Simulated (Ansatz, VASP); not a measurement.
**B5P in VASP and in Ansatz**

```xyz
6
Lattice="4.2794 0.0000 0.0000 0.0000 4.2794 0.0000 0.0000 0.0000 4.4158" Properties=species:S:1:pos:R:3 pbc="T T T"
B     2.1397    2.1397    0.9241
B     2.1397    0.8326    2.0092
B     0.8326    2.1397    2.0092
B     2.1397    3.4468    2.0092
B     3.4468    2.1397    2.0092
P     2.1397    2.1397    3.4475
```

Alike in both runs: functional PBE; k mesh 6 × 6 × 6; occupations gaussian, width 0.02 eV; no spin polarisation.

Ansatz relaxed the structure, and its values are those at the end. VASP's run is a single point on that final structure, the one shown.

```csv
,VASP,Ansatz
version,VASP 6.6.1,Ansatz 0.2.0
potentials or method,"VASP PAW PBE potentials, release 64 (B, P), cutoff 500 eV","scalar-relativistic, plane waves, PAW"
valence electrons in the cell,20,20
```

|  | VASP | Ansatz | Ansatz less VASP |
| --- | --- | --- | --- |
| gap on the k mesh at the Fermi level (eV) | 0.87 | 0.88 | +0.007 |
| least direct gap on the mesh (eV) | 1.09 | 1.09 | 0.000 |
| pressure (GPa) | -0.1 | 0.0 | +0.08 |
| rms of the force components (eV/Å) | 0.013 | 0.000 | -0.0129 |
